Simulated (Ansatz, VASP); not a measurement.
# PbS in VASP and in Ansatz

INCAR

```
SYSTEM = PbS
PREC = Accurate ; ENCUT = 600
EDIFF = 1E-7 ; ISMEAR = 0
SIGMA = 0.02 ; LREAL = .False.
LASPH = .True. ; NELM = 60
ALGO = Normal ; ISIF = 3
LWAVE = .False. ; LCHARG = .False.
IBRION = 2 ; NSW = 70
EDIFFG = -0.005
```

The input KPOINTS:

```
Automatic mesh
0
Gamma
  10 10 10
  0 0 0
```

The input POSCAR:

```
PbS
1.0
    0.0000000000      2.9679283527      2.9679283527
    2.9679283527      0.0000000000      2.9679283527
    2.9679283527      2.9679283527      0.0000000000
Pb S
1 1
Direct
    0.0000000000      0.0000000000      0.0000000000
    0.5000000000      0.5000000000      0.5000000000
```

Input for Ansatz:

```yaml
crystal:
  lattice:
    - [0.0, 2.9679283527, 2.9679283527]
    - [2.9679283527, 0.0, 2.9679283527]
    - [2.9679283527, 2.9679283527, 0.0]
  atoms:
    - { symbol: Pb, position: [0.0, 0.0, 0.0] }
    - { symbol: S, position: [0.5, 0.5, 0.5] }
basis:
  ecutwfc: 420
kpoints:
  mp_grid: { grid: [10, 10, 10] }
hamiltonian:
  xc: lda
scf:
  occupations: { method: gaussian, width: 0.02 }
output:
  forces: true
  stress: true
  eigenvalues: true
relax:
  adjacent_minimum: "off"
  f_tol: 0.005
  max_steps: 50
  cell: { stress_tol: 0.05 }
```

Alike in both runs: task relaxation of cell and atoms; functional LDA; k mesh 10 × 10 × 10; occupations gaussian, width 0.02 eV; no spin polarisation.

```csv
,VASP,Ansatz
version,VASP 6.6.1,Ansatz 0.2.0
potentials or method,"VASP PAW LDA potentials, release 64 (Pb_d, S), cutoff 600 eV","scalar-relativistic, plane waves, PAW"
valence electrons in the cell,20,20
```

|  | VASP | Ansatz | Ansatz less VASP |
| --- | --- | --- | --- |
| gap on the k mesh at the Fermi level, each at its own relaxed structure (eV) | 0.05 | 0.06 | +0.019 |
| relaxed volume (Å³/atom) | 25.02 | 24.98 | -0.041 |
| relaxed cell length with the largest relative difference (Å) | 4.136 | 4.134 | -0.0023 |

LDA's correlation is that of Perdew and Zunger in VASP and of Perdew and Wang (1992) in Ansatz.

Spin-orbit coupling is off throughout.
